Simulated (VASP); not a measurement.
# ZrS (Fm-3m) in VASP: single point with PBEsol

Aim: the single point of ZrS with PBEsol.

All numbers are computed with VASP 6.6.1; they aren't measurements. Logs are shortened: lines on timing, memory, paths and dates and some standing lists are left out, and cuts for length are marked.

## 1. The cell of the first run

It takes space group Fm-3m (No. 225, cubic). Conventional cell: a = 5.250 Å, b = 5.250 Å, c = 5.250 Å, α = 90.00°, β = 90.00°, γ = 90.00°. Within 3.5 Å of Zr (site symmetry m-3m) lie 6 S at 2.62 Å. Within 3.5 Å of S (site symmetry m-3m) lie 6 Zr at 2.62 Å.

## 2. Single point, PBEsol

Contents of INCAR:

```
SYSTEM = ZrS
PREC = Accurate
ENCUT = 520
EDIFF = 1E-6
ISMEAR = 1
SIGMA = 0.15
LREAL = .False.
LASPH = .True.
NELM = 60
ALGO = Normal
ISIF = 2
LWAVE = .False.
LCHARG = .True.
GGA = PS
LELF = .True.
LVHAR = .True.
NBANDS = 16
```

Contents of KPOINTS:

```
regular mesh
0
Gamma
  8 8 8
  0 0 0
```

Contents of POSCAR:

```
ZrS
1.0
    0.0000000000      2.6250000000      2.6250000000
    2.6250000000      0.0000000000      2.6250000000
    2.6250000000      2.6250000000      0.0000000000
Zr S
1 1
Direct
    0.0000000000      0.0000000000      0.0000000000
    0.5000000000      0.5000000000      0.5000000000
```

Potentials or basis: VASP PAW PBE potentials, release 64 (Zr_sv, S).

Launch:

```console
$ cat potpaw_PBE.64/Zr_sv/POTCAR potpaw_PBE.64/S/POTCAR > POTCAR
$ mpirun -np 1 vasp_std > vasp.out
```

OUTCAR:

```text
SYSTEM = ZrS
   PREC = Accurate
   ENCUT = 520
   EDIFF = 1E-6
   ISMEAR = 1
   LREAL = .False.
   LASPH = .True.
   NELM = 60
   ISIF = 2
   GGA = PS

 ion  position               nearest neighbor table
   1  0.000  0.000  0.000-   2 2.62   2 2.62   2 2.62   2 2.62   2 2.62   2 2.62
   2  0.500  0.500  0.500-   1 2.62   1 2.62   1 2.62   1 2.62   1 2.62   1 2.62

  LATTYP: Found a face centered cubic cell.
 ALAT       =     5.2500000000

  Lattice vectors:

 A1 = (   0.0000000000,   2.6250000000,   2.6250000000)
 A2 = (   2.6250000000,   0.0000000000,   2.6250000000)
 A3 = (   2.6250000000,   2.6250000000,   0.0000000000)

Analysis of symmetry for initial positions (statically):
=====================================================================
 Subroutine PRICEL returns:
 Original cell was already a primitive cell.

 Routine SETGRP: Setting up the symmetry group for a
 face centered cubic supercell.

 Subroutine GETGRP returns: Found 48 space group operations
 (whereof 48 operations were pure point group operations)
 out of a pool of 48 trial point group operations.

The static configuration has the point symmetry O_h .

Analysis of symmetry for dynamics (positions and initial velocities):
=====================================================================
 Subroutine PRICEL returns:
 Original cell was already a primitive cell.

 Routine SETGRP: Setting up the symmetry group for a
 face centered cubic supercell.

 Subroutine GETGRP returns: Found 48 space group operations
 (whereof 48 operations were pure point group operations)
 out of a pool of 48 trial point group operations.

The dynamic configuration has the point symmetry O_h .

 Subroutine INISYM returns: Found 48 space group operations
 (whereof 48 operations are pure point group operations),
 and found     1 'primitive' translations

----------------------------------------------------------------------------------------

                                     Primitive cell

  volume of cell :      36.1758

  direct lattice vectors                    reciprocal lattice vectors
     0.000000000  2.625000000  2.625000000    -0.190476190  0.190476190  0.190476190
     2.625000000  0.000000000  2.625000000     0.190476190 -0.190476190  0.190476190
     2.625000000  2.625000000  0.000000000     0.190476190  0.190476190 -0.190476190

  length of vectors
     3.712310601  3.712310601  3.712310601     0.329914440  0.329914440  0.329914440

  position of ions in fractional coordinates (direct lattice)
     0.000000000  0.000000000  0.000000000
     0.500000000  0.500000000  0.500000000

  ion indices of the primitive-cell ions
   primitive index   ion index
                 1           1
                 2           2

----------------------------------------------------------------------------------------

 KPOINTS: regular mesh

Automatic generation of k-mesh.
 Grid dimensions read from file:
 generate k-points for:    8    8    8

 Generating k-lattice:

  Cartesian coordinates                     Fractional coordinates (reciprocal lattice)
    -0.023809524  0.023809524  0.023809524     0.125000000  0.000000000  0.000000000
     0.023809524 -0.023809524  0.023809524     0.000000000  0.125000000  0.000000000
     0.023809524  0.023809524 -0.023809524     0.000000000  0.000000000  0.125000000

  Length of vectors
     0.041239305  0.041239305  0.041239305

  Shift w.r.t. Gamma in fractional coordinates (k-lattice)
     0.000000000  0.000000000  0.000000000

 Subroutine IBZKPT returns following result:
 ===========================================

 Found     29 irreducible k-points:

 Following reciprocal coordinates:
            Coordinates               Weight
  0.000000  0.000000  0.000000      1.000000
  0.125000  0.000000  0.000000      8.000000
  0.250000  0.000000  0.000000      8.000000
  0.375000  0.000000  0.000000      8.000000
  0.500000  0.000000  0.000000      4.000000
  0.125000  0.125000  0.000000      6.000000
[... 16 lines left out ...]
  0.500000  0.250000  0.125000     48.000000
 -0.375000  0.250000  0.125000     24.000000
 [... further k-points ...]
   k-points           NKPTS =     29   k-points in BZ     NKDIM =     29   number of bands    NBANDS=     16
   number of dos      NEDOS =    301   number of ions     NIONS =      2
   total plane-waves  NPLWV =  21952
   dimension x,y,z NGX =    28 NGY =   28 NGZ =   28
   dimension x,y,z NGXF=    56 NGYF=   56 NGZF=   56
   ions per type =               1   1
   NGX,Y,Z   is equivalent  to a cutoff of  12.54, 12.54, 12.54 a.u.
   NGXF,Y,Z  is equivalent  to a cutoff of  25.08, 25.08, 25.08 a.u.
 SYSTEM =  ZrS
   PREC   = accura    normal or accurate (medium, high low for compatibility)
   ISTART =      0    job   : 0-new  1-cont  2-samecut
   ICHARG =      2    charge: 1-file 2-atom 10-const
   ISPIN  =      1    spin polarized calculation?
   LNONCOLLINEAR =      F non collinear calculations
   LSORBIT =      F    spin-orbit coupling
   LASPH  =      T    aspherical Exc in radial PAW
   ENCUT  =  520.0 eV  38.22 Ry    6.18 a.u.   6.90  6.90  6.90*2*pi/ulx,y,z
   NELM   =     60;   NELMIN=  2; NELMDL= -5     # of ELM steps
   EDIFF  = 0.1E-05   stopping-criterion for ELM
   LREAL  =      F    real-space projection
   EDIFFG = 0.1E-04   stopping-criterion for IOM
   NSW    =      0    number of steps for IOM
   IBRION =     -1    ionic relax: 0-MD 1-quasi-New 2-CG
   NFREE  =      0    steps in history (QN), initial steepest desc. (CG)
   ISIF   =      2    stress and relaxation
   ISYM   =      2    0-nonsym 1-usesym 2-fastsym
   POTIM  = 0.5000    time-step for ionic-motion
   TEBEG  =    0.0;   TEEND  =   0.0 temperature during run
   PSTRESS=    0.0 pullay stress
   NELECT =      18.0000    total number of electrons
   NUPDOWN=      -1.0000    fix difference up-down
   EMIN   =  10.00;   EMAX   =-10.00  energy-range for DOS
   EFERMI =   0.00;   METHOD = LEGACY
   ISMEAR =     1;   SIGMA  =   0.15  broadening in eV -4-tet -1-fermi 0-gaus
   EFERMI_NEDOS =   21; number of points for ismear=-14 and -15
   IALGO  =     38    algorithm
   IMIX   =      4    mixing-type and parameters
     AMIX     =   0.40;   BMIX     =  1.00
     AMIX_MAG =   1.60;   BMIX_MAG =  1.00
  volume/ion in A,a.u.               =      18.09       122.06
  Fermi-wavevector in a.u.,A,eV,Ry     =   1.297258  2.451462 22.896950  1.682878
  Thomas-Fermi vector in A             =   2.428662
   LORBIT       =      0    0 simple, 1 ext, 2 COOP (PROOUT), +10 PAW based schemes
   GGA     = PS    functional components
   LHFCALC =     F    Hartree Fock is set to
   AEXX    =    0.0000 exact exchange contribution
   IVDW    =     0    specifies the selected vdW correction
   LEPSILON=     F    determine dielectric tensor
   LRPA    =     F    only Hartree local field effects (RPA)
 non-spin polarized calculation
 Methfessel and Paxton  Order N= 1 SIGMA  =   0.15
  energy-cutoff  :      520.00
  volume of cell :       36.18
 maximum number of plane-waves:       992
   NGX = 13   NGY = 13   NGZ = 13

 number of electron      18.0000000 magnetization

 Free energy of the ion-electron system (eV)
  ---------------------------------------------------
  ext. energy  EPLUGINS =         0.00000000
  ---------------------------------------------------
  free energy    TOTEN  =       -16.47373509 eV

  energy without entropy =      -16.47570366  energy(sigma->0) =      -16.47439128

 E-fermi :  10.6737     XC(G=0): -11.4580

 val. band max:       10.6384166026   @ k =  -0.2500   0.5000   0.2500
 cond. band min:      10.6810067551   @ k =  -0.3750   0.2500   0.0000
 fundamental gap:      0.0425901525
 Fermi energy:        10.6737202726

 k-point     1 :       0.0000    0.0000    0.0000
  band No.  band energies     occupation
      1     -39.2488      2.00000
      2     -17.2473      2.00000
      3     -17.2473      2.00000
      4     -17.2473      2.00000
      5      -5.2196      2.00000
      6       7.0850      2.00000
[... 8 lines left out ...]
     15      17.7258      0.00000
     16      22.9673      0.00000

 k-point     2 :       0.1250    0.0000    0.0000
  band No.  band energies     occupation
      1     -39.2450      2.00000
      2     -17.3008      2.00000
      3     -17.2519      2.00000
      4     -17.2519      2.00000
      5      -5.0246      2.00000
      6       6.0543      2.00000
[... 8 lines left out ...]
     15      18.3319      0.00000
     16      21.8020      0.00000

 k-point     3 :       0.2500    0.0000    0.0000
  band No.  band energies     occupation
      1     -39.2357      2.00000
      2     -17.4266      2.00000
      3     -17.2629      2.00000
      4     -17.2629      2.00000
      5      -4.5185      2.00000
      6       4.4065      2.00000
[... 8 lines left out ...]
     15      18.6210      0.00000
     16      20.0936      0.00000

 k-point     4 :       0.3750    0.0000    0.0000
  band No.  band energies     occupation
      1     -39.2264      2.00000
      2     -17.5482      2.00000
      3     -17.2739      2.00000
      4     -17.2739      2.00000
      5      -3.9377      2.00000
      6       3.0954      2.00000
[... 8 lines left out ...]
     15      17.8803      0.00000
     16      17.8803      0.00000

 k-point     5 :       0.5000    0.0000    0.0000
  band No.  band energies     occupation
      1     -39.2225      2.00000
      2     -17.5974      2.00000
      3     -17.2784      2.00000
      4     -17.2784      2.00000
      5      -3.6623      2.00000
      6       2.5777      2.00000
[... 8 lines left out ...]
     15      16.4217      0.00000
     16      16.4217      0.00000

 k-point     6 :       0.1250    0.1250    0.0000
  band No.  band energies     occupation
      1     -39.2437      2.00000
      2     -17.2974      2.00000
      3     -17.2633      2.00000
      4     -17.2633      2.00000
      5      -4.9763      2.00000
      6       5.4572      2.00000
[... 8 lines left out ...]
     15      18.5719      0.00000
     16      21.4552      0.00000

 k-point     7 :       0.2500    0.1250    0.0000
  band No.  band energies     occupation
      1     -39.2363      2.00000
      2     -17.3887      2.00000
      3     -17.2792      2.00000
      4     -17.2724      2.00000
      5      -4.6210      2.00000
      6       4.4394      2.00000
[... 8 lines left out ...]
     15      18.9782      0.00000
     16      20.0485      0.00000

 k-point     8 :       0.3750    0.1250    0.0000
  band No.  band energies     occupation
      1     -39.2270      2.00000
      2     -17.5035      2.00000
      3     -17.2902      2.00000
      4     -17.2883      2.00000
      5      -4.1254      2.00000
      6       3.4969      2.00000
[... 8 lines left out ...]
     15      18.0603      0.00000
     16      18.4463      0.00000

 k-point     9 :       0.5000    0.1250    0.0000
  band No.  band energies     occupation
      1     -39.2213      2.00000
      2     -17.5713      2.00000
      3     -17.3060      2.00000
      4     -17.2900      2.00000
      5      -3.7742      2.00000
      6       2.8887      2.00000
[... 8 lines left out ...]
     15      16.9884      0.00000
     16      17.6687      0.00000
[... 172 lines left out ...]
 k-point    19 :       0.5000    0.3750    0.0000
  band No.  band energies     occupation
      1     -39.2155      2.00000
      2     -17.5056      2.00000
      3     -17.3730      2.00000
      4     -17.3451      2.00000
      5      -4.2716      2.00000
      6       4.2211      2.00000
[... 8 lines left out ...]
     15      18.3904      0.00000
     16      20.8144      0.00000

 k-point    20 :      -0.3750    0.3750    0.0000
  band No.  band energies     occupation
      1     -39.2149      2.00000
      2     -17.4745      2.00000
      3     -17.4367      2.00000
      4     -17.3290      2.00000
      5      -4.0886      2.00000
      6       4.2921      2.00000
[... 8 lines left out ...]
     15      17.9150      0.00000
     16      19.1804      0.00000

 k-point    21 :       0.5000    0.5000    0.0000
  band No.  band energies     occupation
      1     -39.2143      2.00000
      2     -17.5212      2.00000
      3     -17.3564      2.00000
      4     -17.3564      2.00000
      5      -4.3678      2.00000
      6       4.3457      2.00000
[... 8 lines left out ...]
     15      18.9615      0.00000
     16      21.7511      0.00000

 k-point    22 :       0.3750    0.2500    0.1250
  band No.  band energies     occupation
      1     -39.2288      2.00000
      2     -17.4482      2.00000
      3     -17.3222      2.00000
      4     -17.2802      2.00000
      5      -4.3191      2.00000
      6       3.8269      2.00000
[... 8 lines left out ...]
     15      18.1984      0.00000
     16      18.8332      0.00000

 k-point    23 :       0.5000    0.2500    0.1250
  band No.  band energies     occupation
      1     -39.2214      2.00000
      2     -17.5104      2.00000
      3     -17.3521      2.00000
      4     -17.2967      2.00000
      5      -4.0032      2.00000
      6       3.4325      2.00000
[... 8 lines left out ...]
     15      17.0522      0.00000
     16      18.2647      0.00000

 k-point    24 :      -0.3750    0.2500    0.1250
  band No.  band energies     occupation
      1     -39.2183      2.00000
      2     -17.5372      2.00000
      3     -17.3596      2.00000
      4     -17.3070      2.00000
      5      -3.8673      2.00000
      6       3.2880      2.00000
[... 8 lines left out ...]
     15      17.9652      0.00000
     16      18.4652      0.00000

 [... further k-points ...]

------------------------ aborting loop because EDIFF is reached ----------------------------------------

  FORCE on cell =-STRESS in cart. coord.  units (eV):
  Direction    XX          YY          ZZ          XY          YZ          ZX
  --------------------------------------------------------------------------------------
  -------------------------------------------------------------------------------------
  Total       -1.4463828     -1.4463828     -1.4463828     -0.0000000     -0.0000000      0.0000000
  in kB      -64.0583727    -64.0583727    -64.0583727     -0.0000000     -0.0000000      0.0000000
  external PRESSURE =     -64.0583727 kB  Pullay stress =       0.0000000 kB

 VOLUME and BASIS-vectors are now :
 -----------------------------------------------------------------------------
  energy-cutoff  :      520.00
  volume of cell :       36.18
      direct lattice vectors                 reciprocal lattice vectors
     0.000000000  2.625000000  2.625000000    -0.190476190  0.190476190  0.190476190
     2.625000000  0.000000000  2.625000000     0.190476190 -0.190476190  0.190476190
     2.625000000  2.625000000  0.000000000     0.190476190  0.190476190 -0.190476190

 POSITION                                       TOTAL-FORCE (eV/Angst)
 -----------------------------------------------------------------------------------
      0.00000      0.00000      0.00000        -0.000000      0.000000      0.000000
      2.62500      2.62500      2.62500         0.000000     -0.000000     -0.000000
 -----------------------------------------------------------------------------------
    total drift:                                0.000000      0.000000      0.000000

  FREE ENERGIE OF THE ION-ELECTRON SYSTEM (eV)
  ---------------------------------------------------
  free  energy   TOTEN  =       -16.4737350907 eV

  energy  without entropy=      -16.4757036633  energy(sigma->0) =      -16.47439128
```

It took 9.6 s on 1 thread of Intel Xeon Platinum 8488C (Sapphire Rapids), shared host; peak memory 0.16 GiB.

What came out:

```
Free energy            : -16.4737 eV
Pressure               : -6.4 GPa
Band gap on the k mesh : zero (band 9 reaches 12.08 eV, above the bottom of band 10 at 9.25 eV)
```

Levels at points of the mesh, in eV from the Fermi level:
| k point | band 7 | band 8 | band 9 | band 10 | band 11 | band 12 |
| --- | --- | --- | --- | --- | --- | --- |
| (0.00, 0.00, 0.00) | -3.59 | -3.59 | -1.42 | -1.42 | -1.42 | -0.74 |
| (0.50, 0.00, 0.00) | -6.03 | -6.03 | 1.41 | 1.41 | 1.72 | 1.81 |
| (0.50, 0.50, 0.00) | -4.53 | -4.53 | -3.52 | 0.45 | 2.32 | 2.32 |

Caveat: the PAW data sets were made with another functional, which shifts forces and pressure a little.
